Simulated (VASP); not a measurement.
# AlCo (Pm-3m) in VASP: further runs

The runs below take AlCo through single point, relaxation of cell and atoms, with PBE+D3(BJ).

Everything below comes from runs of VASP 6.6.1. Logs are shortened: lines on timing, memory, paths and dates and some standing lists are left out, and cuts for length are marked.

**1. The cell of the first run**

It takes space group Pm-3m (No. 221, cubic). Conventional cell: a = 2.819 Å, b = 2.819 Å, c = 2.819 Å, α = 90.00°, β = 90.00°, γ = 90.00°. Al (site symmetry m-3m) has 8 Co at 2.44 Å and 6 Al at 2.82 Å within 3.2 Å. Within 3.2 Å of Co (site symmetry m-3m) lie 8 Al at 2.44 Å and 6 Co at 2.82 Å.

**2. Single point, PBE+D3(BJ)**

INCAR reads:

```
PREC     = Accurate       # precision mode
ENCUT    = 520            # plane-wave cutoff, eV
EDIFF    = 1E-7           # SCF threshold, eV
ISMEAR   = 0              # smearing method
SIGMA    = 0.1            # smearing width, eV
LREAL    = F              # projectors in reciprocal space
LASPH    = T              # aspherical terms in the spheres
NELM     = 80             # most SCF steps
ALGO     = Fast           # electronic algorithm
ISIF     = 2              # what is computed and relaxed
LWAVE    = F              # write WAVECAR
LCHARG   = F              # write CHGCAR
GGA      = PE             # functional
IVDW     = 12             # dispersion correction
NBANDS   = 13             # bands
```

KPOINTS reads:

```
Automatic mesh
0
Gamma
  14 14 14
```

POSCAR reads:

```
AlCo
1.0
    2.8193699092      0.0000000000      0.0000000000
    0.0000000000      2.8193699092      0.0000000000
    0.0000000000      0.0000000000      2.8193699092
Al Co
1 1
Direct
    0.0000000000      0.0000000000      0.0000000000
    0.5000000000      0.5000000000      0.5000000000
```

Potentials or basis: VASP PAW PBE potentials, release 64 (Al, Co).

On the command line:

```bash
> cat potpaw_PBE.64/Al/POTCAR potpaw_PBE.64/Co/POTCAR > POTCAR
> mpirun -np 1 vasp_std > vasp.out
```

OUTCAR:

```text
PREC = Accurate
   ENCUT = 520
   EDIFF = 1E-7
   ISMEAR = 0
   LREAL = F
   LASPH = T
   NELM = 80
   ISIF = 2
   GGA = PE
   IVDW = 12
 IVDW          = 12

 ion  position               nearest neighbor table
   1  0.000  0.000  0.000-   2 2.44   2 2.44   2 2.44   2 2.44   2 2.44   2 2.44   2 2.44   2 2.44

   2  0.500  0.500  0.500-   1 2.44   1 2.44   1 2.44   1 2.44   1 2.44   1 2.44   1 2.44   1 2.44

  LATTYP: Found a simple cubic cell.
 ALAT       =     2.8193699092

  Lattice vectors:

 A1 = (   2.8193699092,   0.0000000000,   0.0000000000)
 A2 = (   0.0000000000,   2.8193699092,   0.0000000000)
 A3 = (   0.0000000000,   0.0000000000,   2.8193699092)

Analysis of symmetry for initial positions (statically):
=====================================================================
 Subroutine PRICEL returns:
 Original cell was already a primitive cell.

 Routine SETGRP: Setting up the symmetry group for a
 simple cubic supercell.

 Subroutine GETGRP returns: Found 48 space group operations
 (whereof 48 operations were pure point group operations)
 out of a pool of 48 trial point group operations.

The static configuration has the point symmetry O_h .

Analysis of symmetry for dynamics (positions and initial velocities):
=====================================================================
 Subroutine PRICEL returns:
 Original cell was already a primitive cell.

 Routine SETGRP: Setting up the symmetry group for a
 simple cubic supercell.

 Subroutine GETGRP returns: Found 48 space group operations
 (whereof 48 operations were pure point group operations)
 out of a pool of 48 trial point group operations.

The dynamic configuration has the point symmetry O_h .

 Subroutine INISYM returns: Found 48 space group operations
 (whereof 48 operations are pure point group operations),
 and found     1 'primitive' translations

----------------------------------------------------------------------------------------

                                     Primitive cell

  volume of cell :      22.4107

  direct lattice vectors                    reciprocal lattice vectors
     2.819369909  0.000000000  0.000000000     0.354689180  0.000000000  0.000000000
     0.000000000  2.819369909  0.000000000     0.000000000  0.354689180  0.000000000
     0.000000000  0.000000000  2.819369909     0.000000000  0.000000000  0.354689180

  length of vectors
     2.819369909  2.819369909  2.819369909     0.354689180  0.354689180  0.354689180

  position of ions in fractional coordinates (direct lattice)
     0.000000000  0.000000000  0.000000000
     0.500000000  0.500000000  0.500000000

  ion indices of the primitive-cell ions
   primitive index   ion index
                 1           1
                 2           2

----------------------------------------------------------------------------------------

 KPOINTS: Automatic mesh

Automatic generation of k-mesh.
 Grid dimensions read from file:
 generate k-points for:   14   14   14

 Generating k-lattice:

  Cartesian coordinates                     Fractional coordinates (reciprocal lattice)
     0.025334941  0.000000000  0.000000000     0.071428571  0.000000000  0.000000000
     0.000000000  0.025334941  0.000000000     0.000000000  0.071428571  0.000000000
     0.000000000  0.000000000  0.025334941     0.000000000  0.000000000  0.071428571

  Length of vectors
     0.025334941  0.025334941  0.025334941

  Shift w.r.t. Gamma in fractional coordinates (k-lattice)
     0.000000000  0.000000000  0.000000000

 Subroutine IBZKPT returns following result:
 ===========================================

 Found    120 irreducible k-points:

 Following reciprocal coordinates:
            Coordinates               Weight
  0.000000  0.000000  0.000000      1.000000
  0.071429  0.000000  0.000000      6.000000
  0.142857  0.000000  0.000000      6.000000
  0.214286  0.000000  0.000000      6.000000
  0.285714  0.000000  0.000000      6.000000
  0.357143  0.000000  0.000000      6.000000
[... 16 lines left out ...]
  0.285714  0.214286  0.000000     24.000000
  0.357143  0.214286  0.000000     24.000000
 [... further k-points ...]
   k-points           NKPTS =    120   k-points in BZ     NKDIM =    120   number of bands    NBANDS=     13
   number of dos      NEDOS =    301   number of ions     NIONS =      2
   total plane-waves  NPLWV =  13824
   dimension x,y,z NGX =    24 NGY =   24 NGZ =   24
   dimension x,y,z NGXF=    48 NGYF=   48 NGZF=   48
   ions per type =               1   1
   NGX,Y,Z   is equivalent  to a cutoff of  14.15, 14.15, 14.15 a.u.
   NGXF,Y,Z  is equivalent  to a cutoff of  28.30, 28.30, 28.30 a.u.
 SYSTEM =  unknown system
   PREC   = accura    normal or accurate (medium, high low for compatibility)
   ISTART =      0    job   : 0-new  1-cont  2-samecut
   ICHARG =      2    charge: 1-file 2-atom 10-const
   ISPIN  =      1    spin polarized calculation?
   LNONCOLLINEAR =      F non collinear calculations
   LSORBIT =      F    spin-orbit coupling
   LASPH  =      T    aspherical Exc in radial PAW
   ENCUT  =  520.0 eV  38.22 Ry    6.18 a.u.   5.24  5.24  5.24*2*pi/ulx,y,z
   NELM   =     80;   NELMIN=  2; NELMDL= -5     # of ELM steps
   EDIFF  = 0.1E-06   stopping-criterion for ELM
   LREAL  =      F    real-space projection
   EDIFFG = 0.1E-05   stopping-criterion for IOM
   NSW    =      0    number of steps for IOM
   IBRION =     -1    ionic relax: 0-MD 1-quasi-New 2-CG
   NFREE  =      0    steps in history (QN), initial steepest desc. (CG)
   ISIF   =      2    stress and relaxation
   ISYM   =      2    0-nonsym 1-usesym 2-fastsym
   POTIM  = 0.5000    time-step for ionic-motion
   TEBEG  =    0.0;   TEEND  =   0.0 temperature during run
   PSTRESS=    0.0 pullay stress
   NELECT =      12.0000    total number of electrons
   NUPDOWN=      -1.0000    fix difference up-down
   EMIN   =  10.00;   EMAX   =-10.00  energy-range for DOS
   EFERMI =   0.00;   METHOD = LEGACY
   ISMEAR =     0;   SIGMA  =   0.10  broadening in eV -4-tet -1-fermi 0-gaus
   EFERMI_NEDOS =   21; number of points for ismear=-14 and -15
   IALGO  =     68    algorithm
   IMIX   =      4    mixing-type and parameters
     AMIX     =   0.40;   BMIX     =  1.00
     AMIX_MAG =   1.60;   BMIX_MAG =  1.00
  volume/ion in A,a.u.               =      11.21        75.62
  Fermi-wavevector in a.u.,A,eV,Ry     =   1.329382  2.512168 24.044991  1.767257
  Thomas-Fermi vector in A             =   2.458549
   LORBIT       =      0    0 simple, 1 ext, 2 COOP (PROOUT), +10 PAW based schemes
   GGA     = PE    functional components
   LHFCALC =     F    Hartree Fock is set to
   AEXX    =    0.0000 exact exchange contribution
   IVDW    =    12    specifies the selected vdW correction
   LEPSILON=     F    determine dielectric tensor
   LRPA    =     F    only Hartree local field effects (RPA)
 non-spin polarized calculation
 RMM-DIIS sequential band-by-band and
 Gauss-broadening in eV      SIGMA  =   0.10
  energy-cutoff  :      520.00
  volume of cell :       22.41
 maximum number of plane-waves:       624
 NGX is ok and might be reduce to    24
   NGX = 11   NGY = 11   NGZ = 11

 number of electron      11.9999996 magnetization

 Free energy of the ion-electron system (eV)
  ---------------------------------------------------
  ext. energy  EPLUGINS =         0.00000000
  ---------------------------------------------------
  free energy    TOTEN  =       -11.97574060 eV

  energy without entropy =      -11.97239093  energy(sigma->0) =      -11.97406576

 E-fermi :  11.0347     XC(G=0): -12.4236

 val. band max:       11.0301374151   @ k =   0.5000   0.3571   0.0714
 cond. band min:      11.0906535938   @ k =   0.5000   0.3571   0.2857
 fundamental gap:      0.0605161787
 Fermi energy:        11.0346557427

 k-point     1 :       0.0000    0.0000    0.0000
  band No.  band energies     occupation
      1      -0.2804      2.00000
      2       7.9091      2.00000
      3       7.9091      2.00000
      4      10.1355      2.00000
      5      10.1355      2.00000
      6      10.1355      2.00000
      7      17.1474      0.00000
      8      17.1474      0.00000
      9      17.1474      0.00000
     10      19.8847      0.00000
     11      19.8847      0.00000
     12      26.8103      0.00000
     13      33.0395      0.00000

 k-point     2 :       0.0714    0.0000    0.0000
  band No.  band energies     occupation
      1      -0.1813      2.00000
      2       7.9004      2.00000
      3       7.9373      2.00000
      4      10.0811      2.00000
      5      10.0811      2.00000
      6      10.1413      2.00000
      7      16.2009      0.00000
      8      17.2858      0.00000
      9      17.2858      0.00000
     10      19.8687      0.00000
     11      20.7654      0.00000
     12      27.1225      0.00000
     13      31.9295      0.00000

 k-point     3 :       0.1429    0.0000    0.0000
  band No.  band energies     occupation
      1       0.1140      2.00000
      2       7.8464      2.00000
      3       8.0175      2.00000
      4       9.9354      2.00000
      5       9.9354      2.00000
      6      10.1574      2.00000
      7      14.6379      0.00000
      8      17.6843      0.00000
      9      17.6843      0.00000
     10      19.8213      0.00000
     11      22.1077      0.00000
     12      28.0984      0.00000
     13      30.1847      0.00000

 k-point     4 :       0.2143    0.0000    0.0000
  band No.  band energies     occupation
      1       0.6002      2.00000
      2       7.6562      2.00000
      3       8.1368      2.00000
      4       9.7401      2.00000
      5       9.7401      2.00000
      6      10.1808      2.00000
      7      13.2000      0.00000
      8      18.3035      0.00000
      9      18.3035      0.00000
     10      19.7461      0.00000
     11      23.2306      0.00000
     12      28.4400      0.00000
     13      28.4400      0.00000

 k-point     5 :       0.2857    0.0000    0.0000
  band No.  band energies     occupation
      1       1.2677      2.00000
      2       7.1879      2.00000
      3       8.2743      2.00000
      4       9.5404      2.00000
      5       9.5404      2.00000
      6      10.2070      2.00000
      7      12.1341      0.00000
      8      19.1005      0.00000
      9      19.1005      0.00000
     10      19.6522      0.00000
     11      24.1476      0.00000
     12      26.7859      0.00000
     13      26.7859      0.00000
[... 257 lines left out ...]
 k-point    22 :       0.2143    0.2143    0.0000
  band No.  band energies     occupation
      1       1.4497      2.00000
      2       7.9634      2.00000
      3       7.9742      2.00000
      4       9.2883      2.00000
      5       9.7489      2.00000
      6       9.8642      2.00000
      7      13.3205      0.00000
      8      14.8085      0.00000
      9      19.4058      0.00000
     10      21.0374      0.00000
     11      24.4062      0.00000
     12      26.4524      0.00000
     13      28.8292      0.00000

 k-point    23 :       0.2857    0.2143    0.0000
  band No.  band energies     occupation
      1       2.0896      2.00000
      2       7.5544      2.00000
      3       8.1722      2.00000
      4       9.1631      2.00000
      5       9.6014      2.00000
      6       9.8567      2.00000
      7      12.4719      0.00000
      8      15.0091      0.00000
      9      20.1712      0.00000
     10      20.5373      0.00000
     11      23.6250      0.00000
     12      27.3465      0.00000
     13      27.7124      0.00000

 k-point    24 :       0.3571    0.2143    0.0000
  band No.  band energies     occupation
      1       2.8825      2.00000
      2       6.8345      2.00000
      3       8.3869      2.00000
      4       9.0917      2.00000
      5       9.4467      2.00000
      6       9.8825      2.00000
      7      11.7153      0.00000
      8      15.6270      0.00000
      9      19.5677      0.00000
     10      21.0785      0.00000
     11      23.4424      0.00000
     12      25.8700      0.00000
     13      28.1589      0.00000

 [... further k-points ...]

------------------------ aborting loop because EDIFF is reached ----------------------------------------

 Edisp (eV)   -0.89843

 E8    (eV) :    -0.3994

  FORCE on cell =-STRESS in cart. coord.  units (eV):
  Direction    XX          YY          ZZ          XY          YZ          ZX
  --------------------------------------------------------------------------------------
  -------------------------------------------------------------------------------------
  Total      -0.04949    -0.04949    -0.04949    -0.00000     0.00000     0.00000
  in kB      -3.53845    -3.53845    -3.53845    -0.00000     0.00000     0.00000
  external pressure =       -3.54 kB  Pullay stress =        0.00 kB

 VOLUME and BASIS-vectors are now :
 -----------------------------------------------------------------------------
  energy-cutoff  :      520.00
  volume of cell :       22.41
      direct lattice vectors                 reciprocal lattice vectors
     2.819369909  0.000000000  0.000000000     0.354689180  0.000000000  0.000000000
     0.000000000  2.819369909  0.000000000     0.000000000  0.354689180  0.000000000
     0.000000000  0.000000000  2.819369909     0.000000000  0.000000000  0.354689180

 POSITION                                       TOTAL-FORCE (eV/Angst)
 -----------------------------------------------------------------------------------
      0.00000      0.00000      0.00000         0.000000      0.000000      0.000000
      1.40968      1.40968      1.40968         0.000000      0.000000      0.000000
 -----------------------------------------------------------------------------------
    total drift:                                0.000000     -0.000000     -0.000000

  FREE ENERGIE OF THE ION-ELECTRON SYSTEM (eV)
  ---------------------------------------------------
  free  energy   TOTEN  =       -12.8741691248 eV

  energy  without entropy=      -12.8708194537  energy(sigma->0) =      -12.87249429
```

Wall time 57 s (1 thread of AMD EPYC 7R13, shared host); peak memory 0.14 GiB.

What came out:

- Free energy: -12.8742 eV
- Pressure: -0.4 GPa
- Band gap on the k mesh: zero (band 6 reaches 13.40 eV, above the bottom of band 7 at 10.77 eV)
- Dispersion energy per atom: -0.449 eV

Caveat: pairwise dispersion overbinds metals, which lowers pressure and volume. Spin polarisation is off, so any magnetic state and its effect on volume and gap are missing.

[end of part 1 of 2]
